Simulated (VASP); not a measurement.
A run of VASP 6.6.1:

The input POSCAR:

```
ScZn
1.0
    3.3301209707      0.0000000000      0.0000000000
    0.0000000000      3.3301209707      0.0000000000
    0.0000000000      0.0000000000      3.3301209707
Sc Zn
1 1
Direct
    0.0000000000      0.0000000000      0.0000000000
    0.5000000000      0.5000000000      0.5000000000
```

INCAR.step1

```
SYSTEM = ScZn
PREC = Accurate
ENCUT = 520
ISMEAR = -1
SIGMA = 0.05
LREAL = .False.
LASPH = .True.
NELM = 60
NBANDS = 18
GGA = PE
ALGO = Normal
EDIFF = 1E-4
LWAVE = .True.
LCHARG = .False.
```

Contents of INCAR.step2:

```
SYSTEM = ScZn
PREC = Accurate
ENCUT = 520
EDIFF = 1E-7
ISMEAR = -1
SIGMA = 0.05
LREAL = .False.
LASPH = .True.
NELM = 60
ALGO = Normal
ISIF = 2
LWAVE = .False.
LCHARG = .False.
METAGGA = R2SCAN
LMIXTAU = .True.
NBANDS = 18
ISTART = 1
```

File KPOINTS:

```
regular mesh
0
Gamma
  11 11 11
  0 0 0
```

Potentials or basis: VASP PAW PBE potentials, release 64 (Sc_sv, Zn).

Command:

```bash
$ cat potpaw_PBE.64/Sc_sv/POTCAR potpaw_PBE.64/Zn/POTCAR > POTCAR
$ cp INCAR.step1 INCAR
$ mpirun -np 1 vasp_std > vasp.out
$ cp INCAR.step2 INCAR
$ mpirun -np 1 vasp_std > vasp.out
```

Hardware: 1 thread of Intel(R) Xeon(R) 6975P-C (Granite Rapids), on a shared host.

Estimate the wall time of this run.

Run time: 66 s on 1 thread of Intel(R) Xeon(R) 6975P-C (Granite Rapids), with other jobs on the host, peak memory 0.18 GiB. Counts: k points 56.
